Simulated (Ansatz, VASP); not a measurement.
## AlN in VASP and in Ansatz

```xyz
4
Lattice="3.1302 0.0000 0.0000 -1.5651 2.7109 0.0000 0.0000 0.0000 5.0180" Properties=species:S:1:pos:R:3 pbc="T T T"
Al    0.0000    1.8072   -0.0039
Al    1.5651    0.9036    2.5051
N     0.0000    1.8072    1.9107
N     1.5651    0.9036    4.4197
```

Alike in both runs: functional PBE; k mesh 10 × 10 × 5; no spin polarisation.

Ansatz relaxed the structure, and its values are those at the end. VASP's run is a single point on that final structure, the one shown.

|  | VASP | Ansatz |
| --- | --- | --- |
| version | VASP 6.6.1 | Ansatz 0.2.0 |
| potentials or method | VASP PAW PBE potentials, release 64 (Al, N) | plane waves, PAW |
| plane-wave cutoff (eV) | 520 | 420 |
| occupations | methfessel-paxton of order 1, width 0.01 eV | cold, width 0.01 eV |
| valence electrons in the cell | 16 | 16 |

VASP gave:

| Property | Result |
| --- | --- |
| pressure (GPa) | -0.3 |

**Question.** Which values does Ansatz return?

**Answer.** Pressure (GPa): 0.0.

Ansatz's warnings: stress scf threshold loose.
